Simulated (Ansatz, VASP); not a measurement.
BaAl2Os in VASP and in Ansatz

Contents of INCAR:

```
SYSTEM = BaAl2Os
  PREC = Accurate
  ENCUT = 600
  EDIFF = 1E-6
  ISMEAR = 0
  SIGMA = 0.1
  LREAL = .False.
  LASPH = .True.
  NELM = 60
  ALGO = Normal
  ISIF = 3
  LWAVE = .False.
  LCHARG = .False.
  GGA = PE
  IBRION = 2
  NSW = 90
  EDIFFG = -0.04
```

KPOINTS

```
regular mesh
0
Gamma
  6 6 6
  0 0 0
```

Contents of POSCAR:

```
BaAl2Os
1.0
    1.8681980580      1.0786046517      6.5740472107
   -1.8681980580      1.0786046517      6.5740472107
    0.0000000000     -2.1572093035      6.5740472107
Ba Al Os
1 2 1
Direct
    0.0000000000      0.0000000000      0.0000000000
    0.2220000000      0.2220000000      0.2220000000
    0.7780000000      0.7780000000      0.7780000000
    0.5000000000      0.5000000000      0.5000000000
```

Input for Ansatz:

```yaml
crystal:
  lattice:
    - [1.868198058, 1.0786046517, 6.5740472107]
    - [-1.868198058, 1.0786046517, 6.5740472107]
    - [0.0, -2.1572093035, 6.5740472107]
  atoms:
    - { symbol: Ba, position: [0.0, 0.0, 0.0] }
    - { symbol: Al, position: [0.222, 0.222, 0.222] }
    - { symbol: Al, position: [0.778, 0.778, 0.778] }
    - { symbol: Os, position: [0.5, 0.5, 0.5] }
basis:
  ecutwfc: 420
kpoints:
  mp_grid: { grid: [6, 6, 6] }
hamiltonian:
  xc: pbe
scf:
  occupations: { method: gaussian, width: 0.1 }
  lower_state_search: "off"
output:
  forces: true
  stress: true
  eigenvalues: true
relax:
  adjacent_minimum: "off"
  f_tol: 0.04
  max_steps: 70
  cell: { stress_tol: 0.4 }
```

Alike in both runs: task relaxation of cell and atoms; functional PBE; k mesh 6 × 6 × 6; occupations gaussian, width 0.1 eV; no spin polarisation.

|  | VASP | Ansatz |
| --- | --- | --- |
| version | VASP 6.6.1 | Ansatz 0.2.0 |
| potentials or method | VASP PAW PBE potentials, release 64 (Ba_sv, Al, Os), cutoff 600 eV | scalar-relativistic, plane waves, PAW |
| valence electrons in the cell | 24 | 32 |

```tsv
	VASP	Ansatz	Ansatz less VASP
gap on the k mesh at the Fermi level, each at its own relaxed structure (eV)	none	none	-
relaxed volume (Å³/atom)	24.80	24.64	-0.156
relaxed length of the cell vector where the two differ most in proportion (Å)	6.555	6.535	-0.0201
```

A gap of «none» marks a metal or a gap that the smearing closes. VASP's potentials hold 24 valence electrons a cell and Ansatz's 32, so a difference there can come from the potentials and not from the codes.

Spin-orbit coupling is off throughout. Noted on VASP's run: the volume moved by over 15 % at a fixed basis, so the end points are rough.
